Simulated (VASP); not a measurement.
Sr3B, 4 atoms in the cell. The structure is cubic, space group Pm-3m (No. 221). The conventional cell has a = 5.092 Å, b = 5.092 Å, c = 5.092 Å, α = 90.00°, β = 90.00°, γ = 90.00°. Sr (site symmetry 4/mmm) has 8 Sr at 3.60 Å and 4 B at 3.60 Å within 4.7 Å. B (site symmetry m-3m) has 12 Sr at 3.60 Å within 4.7 Å. 

| Item | Value |
| --- | --- |
| Program | VASP 6.6.1 |
| Task | single point |
| Functional | PBE |
| Potentials or basis | VASP PAW PBE potentials, release 64 (Sr_sv, B) |
| Cutoff | 520 eV |
| k mesh | 10 × 10 × 10 |
| Occupations | gaussian, width 0.1 eV |
| Spin | no spin polarisation |
| Dipole correction | no |
| Further INCAR settings | ALGO = Fast; EDIFF = 1e-06; NBANDS = 24 |

Potentials or basis: VASP PAW PBE potentials, release 64 (Sr_sv, B).

Command:

```bash
$ cat potpaw_PBE.64/Sr_sv/POTCAR potpaw_PBE.64/B/POTCAR > POTCAR
$ mpirun -np 1 vasp_std > vasp.out
```

Hardware: 1 thread of AMD EPYC 9R45 (Zen 5), with other jobs on the host.

Problem. Estimate the wall time of this run.

Solution. Run time: 3.4 min on 1 thread of AMD EPYC 9R45 (Zen 5), on a shared host, peak memory 0.29 GiB. Counts: scf iterations 19, k points 56.
